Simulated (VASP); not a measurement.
Input of a VASP 6.6.1 run:

INCAR

```
ALGO = Normal ; EDIFF = 1E-7
ENCUT = 520 ; GGA = PE
ISIF = 2 ; ISMEAR = 0
LASPH = T ; LCHARG = T
LELF = T ; LREAL = F
LVHAR = T ; LWAVE = F
NBANDS = 17 ; NELM = 60
PREC = Accurate ; SIGMA = 0.03
```

The input KPOINTS:

```
k-points
0
Gamma
  10 10 10
```

Contents of POSCAR:

```
SnTe
1.0
    0.0000000000      2.9039800000      2.9039800000
    2.9039800000      0.0000000000      2.9039800000
    2.9039800000      2.9039800000      0.0000000000
Sn Te
1 1
Direct
    0.0000000000      0.0000000000      0.0000000000
    0.5000000000      0.5000000000      0.5000000000
```

Potentials or basis: VASP PAW PBE potentials, release 64 (Sn_d, Te).

The run is started by

```console
$ cat potpaw_PBE.64/Sn_d/POTCAR potpaw_PBE.64/Te/POTCAR > POTCAR
$ mpirun -np 1 vasp_std > vasp.out
```

Estimate the band gap on the k mesh.

zero (band 10 reaches 10.41 eV, above the bottom of band 11 at 10.31 eV).

Estimate the pressure.

22.9 GPa.

Caveat: the cell differs from its parent crystal (strain -0.080 along x and y, -0.080 along z); spin-orbit coupling is left out, which moves the levels of the heavy elements.
